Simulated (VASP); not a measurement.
# WSe2 (P6_3/mmc) in VASP: relaxation of cell and atoms with r2SCAN+rVV10

Aim: the relaxation of cell and atoms of WSe2 with r2SCAN+rVV10.

Everything below comes from runs of VASP 6.6.1. Logs are shortened: lines on timing, memory, paths and dates and some standing lists are left out, and cuts for length are marked.

## Step 1: The cell of the first run

It takes space group P6_3/mmc (No. 194, hexagonal). Conventional cell: a = 3.271 Å, b = 3.271 Å, c = 13.226 Å, α = 90.00°, β = 90.00°, γ = 120.00°. W (site symmetry -6m2) has 6 Se at 2.52 Å and 6 W at 3.27 Å within 3.3 Å. Within 3.4 Å of Se (site symmetry 3m) lie 3 W at 2.52 Å and 7 Se at 3.27 to 3.35 Å.

## Step 2: Relaxation of cell and atoms, r2SCAN+rVV10

Input file POSCAR:

```
WSe2
1.0
    3.2710713658      0.0000000000      0.0000000000
   -1.6355356829      2.8328309004      0.0000000000
    0.0000000000      0.0000000000     13.2257468505
W Se
2 4
Direct
    0.6666666667      0.3333333333      0.7500000000
    0.3333333333      0.6666666667      0.2500000000
    0.3333333333      0.6666666667      0.8765890028
    0.6666666667      0.3333333333      0.3765890028
    0.3333333333      0.6666666667      0.6234109972
    0.6666666667      0.3333333333      0.1234109972
```

Input file INCAR.step1:

```
PREC     = Accurate       # precision mode
ENCUT    = 600            # plane-wave cutoff, eV
ISMEAR   = -1             # smearing method
SIGMA    = 0.03           # smearing width, eV
LREAL    = False          # projectors in reciprocal space
LASPH    = True           # aspherical terms in the spheres
NELM     = 100            # most SCF steps
GGA      = PE             # functional
ALGO     = Normal         # electronic algorithm
EDIFF    = 1E-4           # SCF threshold, eV
LWAVE    = True           # write WAVECAR
LCHARG   = False          # write CHGCAR
```

Input file INCAR.step2:

```
PREC     = Accurate       # precision mode
ENCUT    = 600            # plane-wave cutoff, eV
EDIFF    = 1E-6           # SCF threshold, eV
ISMEAR   = -1             # smearing method
SIGMA    = 0.03           # smearing width, eV
LREAL    = False          # projectors in reciprocal space
LASPH    = True           # aspherical terms in the spheres
NELM     = 100            # most SCF steps
ALGO     = Normal         # electronic algorithm
ISIF     = 3              # what is computed and relaxed
LWAVE    = False          # write WAVECAR
LCHARG   = False          # write CHGCAR
METAGGA  = R2SCAN         # meta-GGA
LMIXTAU  = True         
LUSE_VDW = True         
IVDW_NL  = 2            
BPARAM   = 11.95        
CPARAM   = 0.0093       
IBRION   = 2              # ionic algorithm
NSW      = 100            # ionic steps
EDIFFG   = -0.01          # ionic threshold
ISTART   = 1
```

Input file KPOINTS:

```
regular mesh
0
Gamma
  12 12 2
```

Potentials or basis: VASP PAW PBE potentials, release 64 (W_sv, Se).

Launch:

```bash
$ cat potpaw_PBE.64/W_sv/POTCAR potpaw_PBE.64/Se/POTCAR > POTCAR
$ cp INCAR.step1 INCAR
$ mpirun -np 1 vasp_std > vasp.out
$ cp INCAR.step2 INCAR
$ mpirun -np 1 vasp_std > vasp.out
```

OUTCAR:

```text
PREC = Accurate
   ENCUT = 600
   EDIFF = 1E-6
   ISMEAR = -1
   LREAL = False
   LASPH = True
   NELM = 100
   ISIF = 3
   METAGGA = R2SCAN
   IVDW_NL = 2
   BPARAM = 11.95
   IBRION = 2
   NSW = 100
   EDIFFG = -0.01
   ISTART = 1

 ion  position               nearest neighbor table
   1  0.667  0.333  0.750-   3 2.52   5 2.52   3 2.52   5 2.52   3 2.52   5 2.52
   2  0.333  0.667  0.250-   4 2.52   6 2.52   4 2.52   6 2.52   4 2.52   6 2.52
   3  0.333  0.667  0.877-   1 2.52   1 2.52   1 2.52
   4  0.667  0.333  0.377-   2 2.52   2 2.52   2 2.52
   5  0.333  0.667  0.623-   1 2.52   1 2.52   1 2.52
   6  0.667  0.333  0.123-   2 2.52   2 2.52   2 2.52

  LATTYP: Found a hexagonal cell.
 ALAT       =     3.2710713658
 C/A-ratio  =     4.0432461941

  Lattice vectors:

 A1 = (   3.2710713658,   0.0000000000,   0.0000000000)
 A2 = (  -1.6355356829,   2.8328309004,   0.0000000000)
 A3 = (   0.0000000000,   0.0000000000,  13.2257468505)

Analysis of symmetry for initial positions (statically):
=====================================================================
 Subroutine PRICEL returns:
 Original cell was already a primitive cell.

 Routine SETGRP: Setting up the symmetry group for a
 hexagonal supercell.

 Subroutine GETGRP returns: Found 24 space group operations
 (whereof 12 operations were pure point group operations)
 out of a pool of 24 trial point group operations.

The static configuration has the point symmetry D_3d.
 The point group associated with its full space group is D_6h.

Analysis of symmetry for dynamics (positions and initial velocities):
=====================================================================
 Subroutine PRICEL returns:
 Original cell was already a primitive cell.

 Routine SETGRP: Setting up the symmetry group for a
 hexagonal supercell.

 Subroutine GETGRP returns: Found 24 space group operations
 (whereof 12 operations were pure point group operations)
 out of a pool of 24 trial point group operations.

The dynamic configuration has the point symmetry D_3d.
 The point group associated with its full space group is D_6h.

 Subroutine INISYM returns: Found 24 space group operations
 (whereof 12 operations are pure point group operations),
 and found     1 'primitive' translations

----------------------------------------------------------------------------------------

                                     Primitive cell

  volume of cell :     122.5550

  direct lattice vectors                    reciprocal lattice vectors
     3.271071366  0.000000000  0.000000000     0.305710236  0.176501887  0.000000000
    -1.635535683  2.832830900  0.000000000     0.000000000  0.353003774  0.000000000
     0.000000000  0.000000000 13.225746851     0.000000000  0.000000000  0.075610097

  length of vectors
     3.271071366  3.271071366 13.225746851     0.353003774  0.353003774  0.075610097

  position of ions in fractional coordinates (direct lattice)
     0.666666667  0.333333333  0.750000000
     0.333333333  0.666666667  0.250000000
     0.333333333  0.666666667  0.876589003
     0.666666667  0.333333333  0.376589003
     0.333333333  0.666666667  0.623410997
     0.666666667  0.333333333  0.123410997

  ion indices of the primitive-cell ions
   primitive index   ion index
                 1           1
                 2           2
                 3           3
                 4           4
                 5           5
                 6           6

----------------------------------------------------------------------------------------

 KPOINTS: regular mesh

Automatic generation of k-mesh.
 Grid dimensions read from file:
 generate k-points for:   12   12    2

 Generating k-lattice:

  Cartesian coordinates                     Fractional coordinates (reciprocal lattice)
     0.025475853  0.014708491  0.000000000     0.083333333  0.000000000  0.000000000
     0.000000000  0.029416981  0.000000000     0.000000000  0.083333333  0.000000000
     0.000000000  0.000000000  0.037805048     0.000000000  0.000000000  0.500000000

  Length of vectors
     0.029416981  0.029416981  0.037805048

  Shift w.r.t. Gamma in fractional coordinates (k-lattice)
     0.000000000  0.000000000  0.000000000

 Subroutine IBZKPT returns following result:
 ===========================================

 Found     38 irreducible k-points:

 Following reciprocal coordinates:
            Coordinates               Weight
  0.000000  0.000000  0.000000      1.000000
  0.083333  0.000000  0.000000      6.000000
  0.166667  0.000000  0.000000      6.000000
  0.250000  0.000000  0.000000      6.000000
  0.333333 -0.000000  0.000000      6.000000
  0.416667 -0.000000  0.000000      6.000000
[... 16 lines left out ...]
  0.250000  0.000000  0.500000      6.000000
  0.333333 -0.000000  0.500000      6.000000
 [... further k-points ...]
   k-points           NKPTS =     38   k-points in BZ     NKDIM =     38   number of bands    NBANDS=     31
   number of dos      NEDOS =    301   number of ions     NIONS =      6
   total plane-waves  NPLWV =  84672
   dimension x,y,z NGX =    28 NGY =   28 NGZ =  108
   dimension x,y,z NGXF=    56 NGYF=   56 NGZF=  216
   ions per type =               2   4
   NGX,Y,Z   is equivalent  to a cutoff of  14.23, 14.23, 13.58 a.u.
   NGXF,Y,Z  is equivalent  to a cutoff of  28.46, 28.46, 27.15 a.u.
 SYSTEM =  unknown system
   PREC   = accura    normal or accurate (medium, high low for compatibility)
   ISTART =      1    job   : 0-new  1-cont  2-samecut
   ICHARG =      0    charge: 1-file 2-atom 10-const
   ISPIN  =      1    spin polarized calculation?
   LNONCOLLINEAR =      F non collinear calculations
   LSORBIT =      F    spin-orbit coupling
   LASPH  =      T    aspherical Exc in radial PAW
   ENCUT  =  600.0 eV  44.10 Ry    6.64 a.u.   6.53  6.53 26.42*2*pi/ulx,y,z
   NELM   =    100;   NELMIN=  2; NELMDL=  0     # of ELM steps
   EDIFF  = 0.1E-05   stopping-criterion for ELM
   LREAL  =      F    real-space projection
   EDIFFG = -.1E-01   stopping-criterion for IOM
   NSW    =    100    number of steps for IOM
   IBRION =      2    ionic relax: 0-MD 1-quasi-New 2-CG
   NFREE  =      1    steps in history (QN), initial steepest desc. (CG)
   ISIF   =      3    stress and relaxation
   ISYM   =      2    0-nonsym 1-usesym 2-fastsym
   POTIM  = 0.5000    time-step for ionic-motion
   TEBEG  =    0.0;   TEEND  =   0.0 temperature during run
   PSTRESS=    0.0 pullay stress
   NELECT =      52.0000    total number of electrons
   NUPDOWN=      -1.0000    fix difference up-down
   EMIN   =  10.00;   EMAX   =-10.00  energy-range for DOS
   EFERMI =   0.00;   METHOD = LEGACY
   ISMEAR =    -1;   SIGMA  =   0.03  broadening in eV -4-tet -1-fermi 0-gaus
   EFERMI_NEDOS =   21; number of points for ismear=-14 and -15
   IALGO  =     38    algorithm
   IMIX   =      4    mixing-type and parameters
     AMIX     =   0.40;   BMIX     =  1.00
     AMIX_MAG =   1.60;   BMIX_MAG =  1.00
  volume/ion in A,a.u.               =      20.43       137.84
  Fermi-wavevector in a.u.,A,eV,Ry     =   1.230171  2.324687 20.589994  1.513322
  Thomas-Fermi vector in A             =   2.365030
   LORBIT       =      0    0 simple, 1 ext, 2 COOP (PROOUT), +10 PAW based schemes
   METAGGA = R2SCAN    functional components
   LHFCALC =     F    Hartree Fock is set to
   AEXX    =    0.0000 exact exchange contribution
   IVDW_NL    =     2    kernel type
   BPARAM     =11.9500
   IVDW    =     0    specifies the selected vdW correction
   LEPSILON=     F    determine dielectric tensor
   LRPA    =     F    only Hartree local field effects (RPA)
 conjugate gradient relaxation of ions
 non-spin polarized calculation
  energy-cutoff  :      600.00
  volume of cell :      122.55
 maximum number of plane-waves:      4145
 NGX is ok and might be reduce to    28
   NGX = 13   NGY = 13   NGZ = 53

--------------------------------------- Ionic step        1  -------------------------------------------

 number of electron      52.0000001 magnetization

 Free energy of the ion-electron system (eV)
  ---------------------------------------------------
  ext. energy  EPLUGINS =         0.00000000
  ---------------------------------------------------
  free energy    TOTEN  =      -162.54084792 eV

  energy without entropy =     -162.54084792  energy(sigma->0) =     -162.54084792

------------------------ aborting loop because EDIFF is reached ----------------------------------------

  FORCE on cell =-STRESS in cart. coord.  units (eV):
  Direction    XX          YY          ZZ          XY          YZ          ZX
  --------------------------------------------------------------------------------------
  -------------------------------------------------------------------------------------
  Total        2.2553826      2.2553826      0.7275373      0.0000000      0.0000000     -0.0000000
  in kB       29.4849179     29.4849179      9.5111930      0.0000000      0.0000000     -0.0000000
  external PRESSURE =      22.8270096 kB  Pullay stress =       0.0000000 kB
[... 145 lines left out ...]
  energy  without entropy=     -162.5622709036  energy(sigma->0) =     -162.56227090

--------------------------------------- Ionic step        5  -------------------------------------------

 number of electron      52.0000000 magnetization

 Free energy of the ion-electron system (eV)
  ---------------------------------------------------
  ext. energy  EPLUGINS =         0.00000000
  ---------------------------------------------------
  free energy    TOTEN  =      -162.56282183 eV

  energy without entropy =     -162.56282183  energy(sigma->0) =     -162.56282183

 E-fermi :   6.3212     XC(G=0): -11.2817

 val. band max:        5.7787125911   @ k =   0.0000   0.0000   0.0000
 cond. band min:       6.9249898332   @ k =   0.1667   0.1667   0.0000
 fundamental gap:      1.1462772421
 Fermi energy:         6.3212224277

 k-point     1 :       0.0000    0.0000    0.0000
  band No.  band energies     occupation
      1     -70.5271      2.00000
      2     -70.5271      2.00000
      3     -34.1128      2.00000
      4     -34.1128      2.00000
      5     -33.9990      2.00000
      6     -33.9990      2.00000
[... 805 lines left out ...]
     30       7.8665      0.00000
     31       9.1481      0.00000

 [... further k-points ...]

------------------------ aborting loop because EDIFF is reached ----------------------------------------

  FORCE on cell =-STRESS in cart. coord.  units (eV):
  Direction    XX          YY          ZZ          XY          YZ          ZX
  --------------------------------------------------------------------------------------
  -------------------------------------------------------------------------------------
  Total       -0.0006925     -0.0006925     -0.0152807      0.0000000      0.0000000      0.0000000
  in kB       -0.0088899     -0.0088899     -0.1961707      0.0000000      0.0000000      0.0000000
  external PRESSURE =      -0.0713168 kB  Pullay stress =       0.0000000 kB
[... 21 lines left out ...]
  FREE ENERGIE OF THE ION-ELECTRON SYSTEM (eV)
  ---------------------------------------------------
  free  energy   TOTEN  =      -162.5628218298 eV

  energy  without entropy=     -162.5628218297  energy(sigma->0) =     -162.56282183

 reached required accuracy - stopping structural energy minimisation
```

Run time: 41 min. Hardware: 1 thread of AMD EPYC 9R45 (Zen 5), shared host; peak memory 0.67 GiB.

Results:

- Free energy: -162.5628 eV
- Relaxed volume: 20.80 Å³/atom
- Relaxed cell: a = 3.306 Å, b = 3.306 Å, c = 13.188 Å, α = 90.00°, β = 90.00°, γ = 120.00°
- Space group after relaxing (to 0.1 Å): P6_3/mmc (No. 194)
- Energy gained by relaxing: 3.7 meV/atom
- Ionic steps: 5
- Pressure after relaxing: 0.0 GPa
- Largest force after relaxing: 0.004 eV/Å
- Band gap on the k mesh: 1.15 eV (least direct gap 1.60 eV)

Forces in eV/Å, atoms in the order of the input:
```
W    0.000  0.000  0.000
W    0.000  0.000  0.000
Se   0.000  0.000  0.004
Se   0.000  0.000  0.004
Se   0.000  0.000 -0.004
Se   0.000  0.000 -0.004
```

Step by step:
```
step  energy change (eV)  largest force (eV/Å)  pressure (GPa)  volume (Å³)
   1              0.0000                0.1124            2.28       122.55
   2              0.0226                0.5229           -3.78       127.78
   3             -0.0170                0.1487           -0.25       124.59
   4             -0.0214                0.0553            0.07       124.87
   5             -0.0220                0.0035           -0.01       124.80
```

Final structure:
```
W Se
1.0
     3.30567    0.00000    0.00000
    -1.65283    2.86279    0.00000
     0.00000    0.00000   13.18778
W Se
2 4
Cartesian
  1.6528 0.9543 9.8908
  0.0000 1.9085 3.2969
  0.0000 1.9085 11.5583
  1.6528 0.9543 4.9644
  0.0000 1.9085 8.2233
  1.6528 0.9543 1.6295
```

Caveat: the PAW data sets were made with another functional, which shifts forces and pressure a little; spin-orbit coupling is left out, which moves the levels of the heavy elements.
